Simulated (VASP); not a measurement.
Write the native input for VASP 6.6.1 that does the following.

| Item | Value |
| --- | --- |
| Task | relaxation of cell and atoms |
| Functional | r2SCAN |
| Potentials or basis | VASP PAW PBE potentials, release 64 (Cd, Te) |
| Cutoff | 600 eV |
| k mesh | 8 × 8 × 8 |
| Occupations | gaussian, width 0.01 eV |
| Spin | no spin polarisation |
| Target pressure | 10 GPa |
| Dipole correction | no |
| Further INCAR settings | ALGO = Normal; EDIFF = 1e-07; IBRION = 2; EDIFFG = -0.002; NSW = 100; ISIF = 3 |

CdTe:

```
Cd Te
1.0
     0.00000    3.27788    3.27788
     3.27788    0.00000    3.27788
     3.27788    3.27788    0.00000
Cd Te
1 1
Direct
  0.00000 0.00000 0.00000
  0.75000 0.75000 0.75000
```

One way to write it, as run:

POSCAR

```
CdTe
1.0
    0.0000000000      3.2778765323      3.2778765323
    3.2778765323      0.0000000000      3.2778765323
    3.2778765323      3.2778765323      0.0000000000
Cd Te
1 1
Direct
    0.0000000000      0.0000000000      0.0000000000
    0.7500000000      0.7500000000      0.7500000000
```

INCAR.step1

```
ALGO     = Normal         # electronic algorithm
EDIFF    = 1E-4           # SCF threshold, eV
ENCUT    = 600            # plane-wave cutoff, eV
GGA      = PE             # functional
ISMEAR   = 0              # smearing method
LASPH    = True           # aspherical terms in the spheres
LCHARG   = False          # write CHGCAR
LREAL    = False          # projectors in reciprocal space
LWAVE    = True           # write WAVECAR
NELM     = 80             # most SCF steps
PREC     = Accurate       # precision mode
SIGMA    = 0.01           # smearing width, eV
```

INCAR.step2

```
ALGO     = Normal         # electronic algorithm
EDIFF    = 1E-7           # SCF threshold, eV
EDIFFG   = -0.002         # ionic threshold
ENCUT    = 600            # plane-wave cutoff, eV
IBRION   = 2              # ionic algorithm
ISIF     = 3              # what is computed and relaxed
ISMEAR   = 0              # smearing method
ISTART   = 1            
LASPH    = True           # aspherical terms in the spheres
LCHARG   = False          # write CHGCAR
LMIXTAU  = True         
LREAL    = False          # projectors in reciprocal space
LWAVE    = False          # write WAVECAR
METAGGA  = R2SCAN         # meta-GGA
NELM     = 80             # most SCF steps
NSW      = 100            # ionic steps
PREC     = Accurate       # precision mode
PSTRESS  = 100.0        
SIGMA    = 0.01           # smearing width, eV
```

KPOINTS

```
k-points
0
Gamma
  8 8 8
```

Potentials or basis: VASP PAW PBE potentials, release 64 (Cd, Te).

Command:

```console
$ cat potpaw_PBE.64/Cd/POTCAR potpaw_PBE.64/Te/POTCAR > POTCAR
$ cp INCAR.step1 INCAR
$ mpirun -np 1 vasp_std > vasp.out
$ cp INCAR.step2 INCAR
$ mpirun -np 1 vasp_std > vasp.out
```

It gave:

- Relaxed volume: 29.86 Å³/atom
- Relaxed cell: a = 4.388 Å, b = 4.388 Å, c = 4.388 Å, α = 60.00°, β = 60.00°, γ = 60.00°
- Space group after relaxing (to 0.05 Å): F-43m (No. 216)
- Energy change on relaxing (the enthalpy is what falls): +144.9 meV/atom
- Ionic steps: 7
- Pressure after relaxing: 10.0 GPa
- Band gap on the k mesh: 1.71 eV, direct

Caveat: the cell is relaxed towards a set pressure, so the enthalpy falls and the energy may rise; the volume moved by over 15 % at a fixed basis, so the end points are rough; the PAW data sets were made with another functional, which shifts forces and pressure a little; spin-orbit coupling is left out, which moves the levels of the heavy elements.

Wall time 12 min on 1 thread of AMD EPYC 9R45 96-Core Processor (Zen 5), on a shared host, peak memory 0.26 GiB.
